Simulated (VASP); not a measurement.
# Ni (P6/mmm) in VASP: further runs, part 2 of 2

VASP 6.6.1.

**3. Single point, r2SCAN (11.87 Å³/atom)**

This run uses another cell than the first one, of 11.87 Å³/atom.

File POSCAR:

```
Ni
1.0
    4.0909448089      0.0000000000      0.0000000000
   -2.0454724045      3.5428621300      0.0000000000
    0.0000000000      0.0000000000      2.4579655613
Ni
3
Direct
    1.0000000000      0.0000000000      0.0000000000
    0.3333333333      0.6666666667      0.5000000000
    0.6666666667      0.3333333333      0.5000000000
```

File INCAR.step1:

```
SYSTEM = Ni
ALGO     = Normal         ! electronic algorithm
EDIFF    = 1E-4           ! SCF threshold, eV
ENCUT    = 520            ! plane-wave cutoff, eV
GGA      = PE             ! functional
ISMEAR   = -1             ! smearing method
LASPH    = .True.         ! aspherical terms in the spheres
LCHARG   = .False.        ! write CHGCAR
LREAL    = .False.        ! projectors in reciprocal space
LWAVE    = .True.         ! write WAVECAR
NBANDS   = 22             ! bands
NELM     = 100            ! most SCF steps
PREC     = Accurate       ! precision mode
SIGMA    = 0.1            ! smearing width, eV
```

File INCAR.step2:

```
SYSTEM = Ni
ALGO     = Normal         ! electronic algorithm
EDIFF    = 1E-6           ! SCF threshold, eV
ENCUT    = 520            ! plane-wave cutoff, eV
ISIF     = 2              ! what is computed and relaxed
ISMEAR   = -1             ! smearing method
ISTART   = 1            
LASPH    = .True.         ! aspherical terms in the spheres
LCHARG   = .False.        ! write CHGCAR
LMIXTAU  = .True.       
LREAL    = .False.        ! projectors in reciprocal space
LWAVE    = .False.        ! write WAVECAR
METAGGA  = R2SCAN         ! meta-GGA
NBANDS   = 22             ! bands
NELM     = 100            ! most SCF steps
PREC     = Accurate       ! precision mode
SIGMA    = 0.1            ! smearing width, eV
```

File KPOINTS:

```
k-points
0
Gamma
  10 10 15
  0 0 0
```

Potentials or basis: VASP PAW PBE potentials, release 64 (Ni).

The run is started by

```sh
> cat potpaw_PBE.64/Ni/POTCAR > POTCAR
> cp INCAR.step1 INCAR
> mpirun -np 1 vasp_std > vasp.out
> cp INCAR.step2 INCAR
> mpirun -np 1 vasp_std > vasp.out
```

OUTCAR:

```text
SYSTEM = Ni
   EDIFF = 1E-6
   ENCUT = 520
   ISIF = 2
   ISMEAR = -1
   ISTART = 1
   LASPH = .True.
   LREAL = .False.
   METAGGA = R2SCAN
   NELM = 100
   PREC = Accurate

 ion  position               nearest neighbor table
   1  0.000  0.000  0.000-   2 2.66   3 2.66   2 2.66   3 2.66   3 2.66   3 2.66   2 2.66   2 2.66
                             3 2.66   3 2.66   2 2.66   2 2.66
   2  0.333  0.667  0.500-   3 2.36   3 2.36   3 2.36   1 2.66   1 2.66   1 2.66   1 2.66   1 2.66
                             1 2.66
   3  0.667  0.333  0.500-   2 2.36   2 2.36   2 2.36   1 2.66   1 2.66   1 2.66   1 2.66   1 2.66
                             1 2.66

  LATTYP: Found a hexagonal cell.
 ALAT       =     4.0909448089
 C/A-ratio  =     0.6008307802

  Lattice vectors:

 A1 = (   4.0909448089,   0.0000000000,   0.0000000000)
 A2 = (  -2.0454724045,   3.5428621300,   0.0000000000)
 A3 = (   0.0000000000,   0.0000000000,   2.4579655613)

Analysis of symmetry for initial positions (statically):
=====================================================================
 Subroutine PRICEL returns:
 Original cell was already a primitive cell.

 Routine SETGRP: Setting up the symmetry group for a
 hexagonal supercell.

 Subroutine GETGRP returns: Found 24 space group operations
 (whereof 24 operations were pure point group operations)
 out of a pool of 24 trial point group operations.

The static configuration has the point symmetry D_6h.

Analysis of symmetry for dynamics (positions and initial velocities):
=====================================================================
 Subroutine PRICEL returns:
 Original cell was already a primitive cell.

 Routine SETGRP: Setting up the symmetry group for a
 hexagonal supercell.

 Subroutine GETGRP returns: Found 24 space group operations
 (whereof 24 operations were pure point group operations)
 out of a pool of 24 trial point group operations.

The dynamic configuration has the point symmetry D_6h.

 Subroutine INISYM returns: Found 24 space group operations
[... 111 lines left out ...]
   NUPDOWN=      -1.0000    fix difference up-down
   EMIN   =  10.00;   EMAX   =-10.00  energy-range for DOS
   EFERMI =   0.00;   METHOD = LEGACY
   ISMEAR =    -1;   SIGMA  =   0.10  broadening in eV -4-tet -1-fermi 0-gaus
   EFERMI_NEDOS =   21; number of points for ismear=-14 and -15
   IALGO  =     38    algorithm
   IMIX   =      4    mixing-type and parameters
     AMIX     =   0.40;   BMIX     =  1.00
     AMIX_MAG =   1.60;   BMIX_MAG =  1.00
  volume/ion in A,a.u.               =      11.87        80.14
  Fermi-wavevector in a.u.,A,eV,Ry     =   1.545957  2.921435 32.517686  2.389982
  Thomas-Fermi vector in A             =   2.651262
   LORBIT       =      0    0 simple, 1 ext, 2 COOP (PROOUT), +10 PAW based schemes
   METAGGA = R2SCAN    functional components
   LHFCALC =     F    Hartree Fock is set to
   AEXX    =    0.0000 exact exchange contribution
   IVDW    =     0    specifies the selected vdW correction
   LEPSILON=     F    determine dielectric tensor
   LRPA    =     F    only Hartree local field effects (RPA)
 non-spin polarized calculation
  energy-cutoff  :      520.00
  volume of cell :       35.62
 maximum number of plane-waves:       981
   NGX = 15   NGY = 15   NGZ =  9

 number of electron      29.9999997 magnetization

 Free energy of the ion-electron system (eV)
  ---------------------------------------------------
  ext. energy  EPLUGINS =         0.00000000
  ---------------------------------------------------
  free energy    TOTEN  =       -35.04424815 eV

  energy without entropy =      -34.78516984  energy(sigma->0) =      -34.91470900

 E-fermi :   7.8212     XC(G=0): -13.7458

 val. band max:        7.8133147659   @ k =   0.4000   0.2000   0.4667
 cond. band min:       7.8222665041   @ k =   0.4000   0.2000   0.0000
 fundamental gap:      0.0089517382
 Fermi energy:         7.8212455778

 k-point     1 :       0.0000    0.0000    0.0000
  band No.  band energies     occupation
      1      -0.7268      2.00000
      2       4.3494      2.00000
      3       5.3335      2.00000
      4       5.3336      2.00000
      5       5.3712      2.00000
      6       5.3713      2.00000
[... 589 lines left out ...]
     21      23.3535      0.00000
     22      24.3902      0.00000

 [... further k-points ...]
[... 5 lines left out ...]
  --------------------------------------------------------------------------------------
  -------------------------------------------------------------------------------------
  Total       -4.1129213     -4.1129213     -4.0079869      0.0000000      0.0000000     -0.0000000
  in kB     -184.9725650   -184.9725650   -180.2532919      0.0000000      0.0000000     -0.0000000
  external PRESSURE =    -183.3994740 kB  Pullay stress =       0.0000000 kB

 VOLUME and BASIS-vectors are now :
 -----------------------------------------------------------------------------
  energy-cutoff  :      520.00
  volume of cell :       35.62
      direct lattice vectors                 reciprocal lattice vectors
     4.090944809  0.000000000  0.000000000     0.244442310  0.141128834  0.000000000
    -2.045472404  3.542862130  0.000000000     0.000000000  0.282257667  0.000000000
     0.000000000  0.000000000  2.457965561     0.000000000  0.000000000  0.406840525

 POSITION                                       TOTAL-FORCE (eV/Angst)
 -----------------------------------------------------------------------------------
      0.00000      0.00000      0.00000        -0.000000      0.000000      0.000000
     -0.00000      2.36191      1.22898        -0.000000      0.000000     -0.000000
      2.04547      1.18095      1.22898         0.000000      0.000000      0.000000
 -----------------------------------------------------------------------------------
    total drift:                               -0.000000      0.000000      0.000000

  FREE ENERGIE OF THE ION-ELECTRON SYSTEM (eV)
  ---------------------------------------------------
  free  energy   TOTEN  =       -35.0442481539 eV

  energy  without entropy=      -34.7851698382  energy(sigma->0) =      -34.91470900
```

OSZICAR.step1:

```text
N       E                     dE             d eps       ncg     rms          rms(c)
DAV:   1     0.170078255410E+03    0.17008E+03   -0.13702E+04  5048   0.190E+03
DAV:   2    -0.113264079769E+02   -0.18140E+03   -0.17201E+03  4934   0.317E+02
DAV:   3    -0.188505078679E+02   -0.75241E+01   -0.71610E+01  5354   0.903E+01
DAV:   4    -0.189488388357E+02   -0.98331E-01   -0.98271E-01  6234   0.932E+00
DAV:   5    -0.189515948161E+02   -0.27560E-02   -0.27559E-02  5686   0.137E+00    0.156E+01
DAV:   6    -0.174005727998E+02    0.15510E+01   -0.25235E+01  5288   0.847E+01    0.128E+01
DAV:   7    -0.184912216303E+02   -0.10906E+01   -0.19599E+01  5786   0.889E+01    0.216E+01
DAV:   8    -0.159939586598E+02    0.24973E+01   -0.74401E+00  5754   0.473E+01    0.219E+00
DAV:   9    -0.159857088488E+02    0.82498E-02   -0.32565E-01  5210   0.710E+00    0.981E-01
DAV:  10    -0.159777544911E+02    0.79544E-02   -0.20614E-02  6078   0.229E+00    0.300E-01
DAV:  11    -0.159774554924E+02    0.29900E-03   -0.23685E-03  6248   0.881E-01    0.875E-02
DAV:  12    -0.159774352053E+02    0.20287E-04   -0.23666E-04  3828   0.267E-01
   1 F= -.15977435E+02 E0= -.15839639E+02  d E =-.275592E+00
```

It took 4.7 min on 1 thread of Intel Xeon Platinum 8259CL at 2.50GHz (Skylake/Cascade Lake), shared host; peak memory 0.2 GiB.

What came out:

* Free energy: -35.0442 eV
* Pressure: -18.3 GPa
* Band gap on the k mesh: zero (bands 15 and 16 overlap by 0.62 eV)

Levels at points of the mesh, in eV from the Fermi level:
```
           k point  band 13  band 14  band 15  band 16  band 17  band 18  band 19  band 20
(0.00, 0.00, 0.00)    -0.90    -0.90     0.01     0.01     6.16     6.16     6.18     6.18
(0.50, 0.00, 0.00)    -0.27    -0.26    -0.20    -0.10     0.09     0.34     6.22    15.50
```

Caveat: the cell stands under tension; the PAW data sets were made with another functional, which shifts forces and pressure a little; the run has no spin polarisation, though such a crystal can be magnetic.
